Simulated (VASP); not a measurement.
# Cu (P6_3/mmc) in VASP: a series of runs

The runs below take Cu through single point, relaxation of cell and atoms, with PBE.

All numbers are computed with VASP 6.6.1; they aren't measurements. Logs are shortened: lines on timing, memory, paths and dates and some standing lists are left out, and cuts for length are marked.

## (1) The cell of the first run

The structure is hexagonal, space group P6_3/mmc (No. 194). The conventional cell has a = 2.372 Å, b = 2.372 Å, c = 3.877 Å, α = 90.00°, β = 90.00°, γ = 120.00°. Within 3.1 Å of Cu (site symmetry -6m2) lie 12 Cu at 2.37 Å.

## (2) Single point, PBE

Contents of INCAR:

```
SYSTEM = Cu
  ALGO = Normal
  EDIFF = 1E-6
  ENCUT = 520
  GGA = PE
  ISIF = 2
  ISMEAR = -1
  LASPH = .True.
  LCHARG = .False.
  LREAL = .False.
  LWAVE = .False.
  NBANDS = 18
  NELM = 80
  PREC = Accurate
  SIGMA = 0.05
```

Contents of KPOINTS:

```
k-points
0
Gamma
  18 18 10
  0 0 0
```

Contents of POSCAR:

```
Cu
1.0
    2.3715288587      0.0000000000      0.0000000000
   -1.1857644294      2.0538042375      0.0000000000
    0.0000000000      0.0000000000      3.8769932879
Cu
2
Direct
    0.3333333333      0.6666666667      0.2500000000
    0.6666666667      0.3333333333      0.7500000000
```

Potentials or basis: VASP PAW PBE potentials, release 64 (Cu).

Run with:

```sh
$ cat potpaw_PBE.64/Cu/POTCAR > POTCAR
$ mpirun -np 1 vasp_std > vasp.out
```

OUTCAR:

```text
SYSTEM = Cu
   EDIFF = 1E-6
   ENCUT = 520
   GGA = PE
   ISIF = 2
   ISMEAR = -1
   LASPH = .True.
   LREAL = .False.
   NELM = 80
   PREC = Accurate

 ion  position               nearest neighbor table
   1  0.333  0.667  0.250-   2 2.37   2 2.37   2 2.37   2 2.37   2 2.37   2 2.37
   2  0.667  0.333  0.750-   1 2.37   1 2.37   1 2.37   1 2.37   1 2.37   1 2.37

  LATTYP: Found a hexagonal cell.
 ALAT       =     2.3715288587
 C/A-ratio  =     1.6348075520

  Lattice vectors:

 A1 = (   2.3715288587,   0.0000000000,   0.0000000000)
 A2 = (  -1.1857644294,   2.0538042375,   0.0000000000)
 A3 = (   0.0000000000,   0.0000000000,   3.8769932879)

Analysis of symmetry for initial positions (statically):
=====================================================================
 Subroutine PRICEL returns:
 Original cell was already a primitive cell.

 Routine SETGRP: Setting up the symmetry group for a
 hexagonal supercell.

 Subroutine GETGRP returns: Found 24 space group operations
 (whereof 12 operations were pure point group operations)
 out of a pool of 24 trial point group operations.

The static configuration has the point symmetry D_3d.
 The point group associated with its full space group is D_6h.

Analysis of symmetry for dynamics (positions and initial velocities):
=====================================================================
 Subroutine PRICEL returns:
 Original cell was already a primitive cell.

 Routine SETGRP: Setting up the symmetry group for a
 hexagonal supercell.

 Subroutine GETGRP returns: Found 24 space group operations
 (whereof 12 operations were pure point group operations)
 out of a pool of 24 trial point group operations.

The dynamic configuration has the point symmetry D_3d.
 The point group associated with its full space group is D_6h.

 Subroutine INISYM returns: Found 24 space group operations
 (whereof 12 operations are pure point group operations),
 and found     1 'primitive' translations

----------------------------------------------------------------------------------------

                                     Primitive cell

  volume of cell :      18.8835

  direct lattice vectors                    reciprocal lattice vectors
     2.371528859  0.000000000  0.000000000     0.421668915  0.243450661  0.000000000
    -1.185764429  2.053804238  0.000000000     0.000000000  0.486901323  0.000000000
     0.000000000  0.000000000  3.876993288     0.000000000  0.000000000  0.257931837

  length of vectors
     2.371528859  2.371528859  3.876993288     0.486901323  0.486901323  0.257931837

  position of ions in fractional coordinates (direct lattice)
     0.333333333  0.666666667  0.250000000
     0.666666667  0.333333333  0.750000000

  ion indices of the primitive-cell ions
   primitive index   ion index
                 1           1
                 2           2

----------------------------------------------------------------------------------------

 KPOINTS: k-points

Automatic generation of k-mesh.
 Grid dimensions read from file:
 generate k-points for:   18   18   10

 Generating k-lattice:

  Cartesian coordinates                     Fractional coordinates (reciprocal lattice)
     0.023426051  0.013525037  0.000000000     0.055555556  0.000000000  0.000000000
     0.000000000  0.027050073  0.000000000     0.000000000  0.055555556  0.000000000
     0.000000000  0.000000000  0.025793184     0.000000000  0.000000000  0.100000000

  Length of vectors
     0.027050073  0.027050073  0.025793184

  Shift w.r.t. Gamma in fractional coordinates (k-lattice)
     0.000000000  0.000000000  0.000000000

 Subroutine IBZKPT returns following result:
 ===========================================

 Found    222 irreducible k-points:

 Following reciprocal coordinates:
            Coordinates               Weight
  0.000000  0.000000  0.000000      1.000000
  0.055556  0.000000  0.000000      6.000000
  0.111111  0.000000  0.000000      6.000000
  0.166667  0.000000  0.000000      6.000000
  0.222222  0.000000  0.000000      6.000000
  0.277778  0.000000  0.000000      6.000000
[... 16 lines left out ...]
  0.333333  0.111111  0.000000     12.000000
  0.388889  0.111111  0.000000     12.000000
 [... further k-points ...]
   k-points           NKPTS =    222   k-points in BZ     NKDIM =    222   number of bands    NBANDS=     18
   number of dos      NEDOS =    301   number of ions     NIONS =      2
   total plane-waves  NPLWV =   9720
   dimension x,y,z NGX =    18 NGY =   18 NGZ =   30
   dimension x,y,z NGXF=    36 NGYF=   36 NGZF=   60
   ions per type =               2
   NGX,Y,Z   is equivalent  to a cutoff of  12.62, 12.62, 12.86 a.u.
   NGXF,Y,Z  is equivalent  to a cutoff of  25.24, 25.24, 25.73 a.u.
 SYSTEM =  Cu
   PREC   = accura    normal or accurate (medium, high low for compatibility)
   ISTART =      0    job   : 0-new  1-cont  2-samecut
   ICHARG =      2    charge: 1-file 2-atom 10-const
   ISPIN  =      1    spin polarized calculation?
   LNONCOLLINEAR =      F non collinear calculations
   LSORBIT =      F    spin-orbit coupling
   LASPH  =      T    aspherical Exc in radial PAW
   ENCUT  =  520.0 eV  38.22 Ry    6.18 a.u.   4.41  4.41  7.21*2*pi/ulx,y,z
   NELM   =     80;   NELMIN=  2; NELMDL= -5     # of ELM steps
   EDIFF  = 0.1E-05   stopping-criterion for ELM
   LREAL  =      F    real-space projection
   EDIFFG = 0.1E-04   stopping-criterion for IOM
   NSW    =      0    number of steps for IOM
   IBRION =     -1    ionic relax: 0-MD 1-quasi-New 2-CG
   NFREE  =      0    steps in history (QN), initial steepest desc. (CG)
   ISIF   =      2    stress and relaxation
   ISYM   =      2    0-nonsym 1-usesym 2-fastsym
   POTIM  = 0.5000    time-step for ionic-motion
   TEBEG  =    0.0;   TEEND  =   0.0 temperature during run
   PSTRESS=    0.0 pullay stress
   NELECT =      22.0000    total number of electrons
   NUPDOWN=      -1.0000    fix difference up-down
   EMIN   =  10.00;   EMAX   =-10.00  energy-range for DOS
   EFERMI =   0.00;   METHOD = LEGACY
   ISMEAR =    -1;   SIGMA  =   0.05  broadening in eV -4-tet -1-fermi 0-gaus
   EFERMI_NEDOS =   21; number of points for ismear=-14 and -15
   IALGO  =     38    algorithm
   IMIX   =      4    mixing-type and parameters
     AMIX     =   0.40;   BMIX     =  1.00
     AMIX_MAG =   1.60;   BMIX_MAG =  1.00
  volume/ion in A,a.u.               =       9.44        63.72
  Fermi-wavevector in a.u.,A,eV,Ry     =   1.722615  3.255270 40.373961  2.967402
  Thomas-Fermi vector in A             =   2.798646
   LORBIT       =      0    0 simple, 1 ext, 2 COOP (PROOUT), +10 PAW based schemes
   GGA     = PE    functional components
   LHFCALC =     F    Hartree Fock is set to
   AEXX    =    0.0000 exact exchange contribution
   IVDW    =     0    specifies the selected vdW correction
   LEPSILON=     F    determine dielectric tensor
   LRPA    =     F    only Hartree local field effects (RPA)
 non-spin polarized calculation
  energy-cutoff  :      520.00
  volume of cell :       18.88
 maximum number of plane-waves:       537
 NGX is ok and might be reduce to    18
   NGX =  9   NGY =  9   NGZ = 15

 number of electron      21.9999991 magnetization

 Free energy of the ion-electron system (eV)
  ---------------------------------------------------
  ext. energy  EPLUGINS =         0.00000000
  ---------------------------------------------------
  free energy    TOTEN  =        -6.66809908 eV

  energy without entropy =       -6.66186918  energy(sigma->0) =       -6.66498413

 E-fermi :  10.6831     XC(G=0): -14.0813

 val. band max:       10.6611490911   @ k =   0.2778   0.2222   0.2000
 cond. band min:      10.6891846756   @ k =   0.2778   0.1667   0.5000
 fundamental gap:      0.0280355845
 Fermi energy:        10.6831382267

 k-point     1 :       0.0000    0.0000    0.0000
  band No.  band energies     occupation
      1      -0.4808      2.00000
      2       4.1883      2.00000
      3       6.8727      2.00000
      4       6.9574      2.00000
      5       6.9574      2.00000
      6       7.2556      2.00000
[... 10 lines left out ...]
     17      37.1255      0.00000
     18      37.1583      0.00000

 k-point     2 :       0.0556    0.0000    0.0000
  band No.  band energies     occupation
      1      -0.3629      2.00000
      2       4.2606      2.00000
      3       6.7779      2.00000
      4       7.0082      2.00000
      5       7.0375      2.00000
      6       7.2290      2.00000
[... 10 lines left out ...]
     17      37.2101      0.00000
     18      37.6554      0.00000

 k-point     3 :       0.1111    0.0000    0.0000
  band No.  band energies     occupation
      1      -0.0134      2.00000
      2       4.4633      2.00000
      3       6.6180      2.00000
      4       7.1079      2.00000
      5       7.1565      2.00000
      6       7.1968      2.00000
[... 10 lines left out ...]
     17      37.0609      0.00000
     18      38.2887      0.00000

 k-point     4 :       0.1667    0.0000    0.0000
  band No.  band energies     occupation
      1       0.5534      2.00000
      2       4.7483      2.00000
      3       6.4352      2.00000
      4       6.6210      2.00000
      5       7.0147      2.00000
      6       7.3856      2.00000
[... 375 lines left out ...]
      4       6.0656      2.00000
      5       6.8263      2.00000
      6       7.0409      2.00000
[... 10 lines left out ...]
     17      29.4288      0.00000
     18      32.5153      0.00000

 k-point    23 :       0.3333    0.1111    0.0000
  band No.  band energies     occupation
      1       4.1571      2.00000
      2       5.0958      2.00000
      3       5.2232      2.00000
      4       6.2098      2.00000
      5       6.7753      2.00000
      6       7.0951      2.00000
[... 10 lines left out ...]
     17      27.2329      0.00000
     18      31.9765      0.00000

 k-point    24 :       0.3889    0.1111    0.0000
  band No.  band energies     occupation
      1       4.6072      2.00000
      2       4.9733      2.00000
      3       5.1132      2.00000
      4       6.4174      2.00000
      5       6.7666      2.00000
      6       6.9787      2.00000
[... 10 lines left out ...]
     17      25.4755      0.00000
     18      31.6493      0.00000

 [... further k-points ...]
[... 5 lines left out ...]
  --------------------------------------------------------------------------------------
  -------------------------------------------------------------------------------------
  Total        7.1543168      7.1543168      7.1357930     -0.0000000      0.0000000      0.0000000
  in kB      607.0105555    607.0105556    605.4388910     -0.0000000      0.0000000      0.0000000
  external PRESSURE =     606.4866674 kB  Pullay stress =       0.0000000 kB

 VOLUME and BASIS-vectors are now :
 -----------------------------------------------------------------------------
  energy-cutoff  :      520.00
  volume of cell :       18.88
      direct lattice vectors                 reciprocal lattice vectors
     2.371528859  0.000000000  0.000000000     0.421668915  0.243450661  0.000000000
    -1.185764429  2.053804238  0.000000000     0.000000000  0.486901323  0.000000000
     0.000000000  0.000000000  3.876993288     0.000000000  0.000000000  0.257931837

 POSITION                                       TOTAL-FORCE (eV/Angst)
 -----------------------------------------------------------------------------------
     -0.00000      1.36920      0.96925         0.000000      0.000000     -0.000000
      1.18576      0.68460      2.90774        -0.000000     -0.000000      0.000000
 -----------------------------------------------------------------------------------
    total drift:                                0.000000     -0.000000      0.000000

  FREE ENERGIE OF THE ION-ELECTRON SYSTEM (eV)
  ---------------------------------------------------
  free  energy   TOTEN  =        -6.6680990782 eV

  energy  without entropy=       -6.6618691826  energy(sigma->0) =       -6.66498413
```

It took 44 s on 1 thread of Intel Xeon Platinum 8488C (Sapphire Rapids), shared host; peak memory 0.16 GiB.

What came out:

```
Free energy            : -6.6681 eV
Pressure               : 60.6 GPa
Band gap on the k mesh : zero (band 11 reaches 15.40 eV, above the bottom of band 12 at 8.39 eV)
```

## (3) Single point, PBE

Contents of INCAR:

```
SYSTEM = Cu
PREC = Accurate
ENCUT = 520
EDIFF = 1E-6
ISMEAR = -1
SIGMA = 0.05
LREAL = .FALSE.
LASPH = .TRUE.
NELM = 60
ALGO = Normal
ISIF = 2
LWAVE = .FALSE.
LCHARG = .FALSE.
GGA = PE
NBANDS = 18
```

Contents of KPOINTS:

```
regular mesh
0
G
  18 18 10
  0 0 0
```

Contents of POSCAR:

```
Cu
1.0
    2.3716869371      0.0000000000      0.0000000000
   -1.1858434686      2.0539411373      0.0000000000
    0.0000000000      0.0000000000      3.8772115160
Cu
2
Direct
    0.3333333333      0.6666666667      0.2500000000
    0.6666666667      0.3333333333      0.7500000000
```

Potentials or basis: VASP PAW PBE potentials, release 64 (Cu).

Run with:

```sh
$ cat potpaw_PBE.64/Cu/POTCAR > POTCAR
$ mpirun -np 1 vasp_std > vasp.out
```

Run time: 43 s. Hardware: 1 thread of Intel Xeon Platinum 8488C (Sapphire Rapids), shared host; peak memory 0.16 GiB.

The run converged. Its results:

* Free energy: -6.6695 eV
* Pressure: 60.6 GPa
* Band gap on the k mesh: zero (band 11 reaches 15.39 eV, above the bottom of band 12 at 8.39 eV)

Stress tensor (GPa, compression positive):
```
60.63  0.00  0.00
 0.00 60.63  0.00
 0.00  0.00 60.47
```

Levels at points of the mesh, in eV from the Fermi level:
```
           k point  band 7  band 8  band 9  band 10  band 11  band 12  band 13  band 14  band 15  band 16
(0.00, 0.00, 0.00)   -3.43   -3.02   -3.02    -1.98    -1.98    -1.68     5.05    23.17    25.47    25.47
(0.50, 0.00, 0.00)   -3.39   -1.84   -1.78    -1.70     0.04     2.11     8.93     9.63    12.19    13.42
(0.00, 0.00, 0.50)   -3.78   -3.78   -2.29    -2.29    -2.29    -2.29    14.47    14.47    23.97    23.97
(0.50, 0.00, 0.50)   -2.28   -2.28   -1.76    -1.76     0.30     0.30     6.24     6.24    18.65    18.65
```

## (4) Relaxation of cell and atoms, PBE, target pressure 60 GPa, at which the enthalpy is minimised

Contents of INCAR:

```
PREC = Accurate
ENCUT = 600
EDIFF = 1E-7
ISMEAR = -1
SIGMA = 0.05
LREAL = False
LASPH = True
NELM = 100
ALGO = Normal
ISIF = 3
LWAVE = False
LCHARG = False
GGA = PE
IBRION = 2
NSW = 32
EDIFFG = -0.005
PSTRESS = 600.0
```

Contents of KPOINTS:

```
Automatic mesh
0
Gamma
  18 18 10
```

Contents of POSCAR:

```
Cu
1.0
    2.3715288587      0.0000000000      0.0000000000
   -1.1857644294      2.0538042375      0.0000000000
    0.0000000000      0.0000000000      3.8769932879
Cu
2
Direct
    0.3333333333      0.6666666667      0.2500000000
    0.6666666667      0.3333333333      0.7500000000
```

Run with:

```sh
$ cat potpaw_PBE.64/Cu/POTCAR > POTCAR
$ mpirun -np 1 vasp_std > vasp.out
```

It took 75 s on 1 thread of Intel Xeon Platinum 8488C (Sapphire Rapids), shared host; peak memory 0.19 GiB.

The run converged. Its results:

| Item | Value |
| --- | --- |
| Free energy | -6.6809 eV |
| Relaxed volume | 9.46 Å³/atom |
| Relaxed cell | a = 2.373 Å, b = 2.373 Å, c = 3.879 Å, α = 90.00°, β = 90.00°, γ = 120.00° |
| Space group after relaxing (to 0.05 Å) | P6_3/mmc (No. 194) |
| Energy change on relaxing (the enthalpy is what falls) | -6.1 meV/atom |
| Ionic steps | 3 |
| Pressure after relaxing | 60.0 GPa |
| Band gap on the k mesh | zero (band 11 reaches 15.36 eV, above the bottom of band 12 at 8.37 eV) |

Stress tensor (GPa, compression positive):
```
60.06  0.00  0.00
 0.00 60.06  0.00
 0.00  0.00 59.96
```

The path:
| step | energy change (eV) | largest force (eV/Å) | pressure (GPa) | volume (Å³) |
| --- | --- | --- | --- | --- |
| 1 | 0.0000 | 0.0000 | 60.71 | 18.88 |
| 2 | -0.0427 | 0.0000 | 58.29 | 19.00 |
| 3 | -0.0123 | 0.0000 | 60.02 | 18.92 |

Final structure:
```yaml
crystal:
  lattice:
    - [2.37299, 0.00000, 0.00000]
    - [-1.18649, 2.05507, 0.00000]
    - [0.00000, 0.00000, 3.87893]
  atoms:
    - { symbol: Cu, position: [0.33333, 0.66667, 0.25000] }
    - { symbol: Cu, position: [0.66667, 0.33333, 0.75000] }
```

Levels at points of the mesh, in eV from the Fermi level:
```
           k point  band 8  band 9  band 10  band 11  band 12  band 13  band 14  band 15
(0.00, 0.00, 0.00)   -3.02   -3.02    -1.98    -1.98    -1.67     5.04    23.16    25.44
(0.50, 0.00, 0.00)   -1.84   -1.78    -1.70     0.04     2.11     8.93     9.62    12.18
(0.00, 0.00, 0.50)   -3.77   -2.29    -2.29    -2.29    -2.29    14.46    14.46    23.96
(0.50, 0.00, 0.50)   -2.27   -1.75    -1.75     0.31     0.31     6.23     6.23    18.63
```

Caveat: the cell is relaxed towards a set pressure, so the enthalpy falls and the energy may rise.
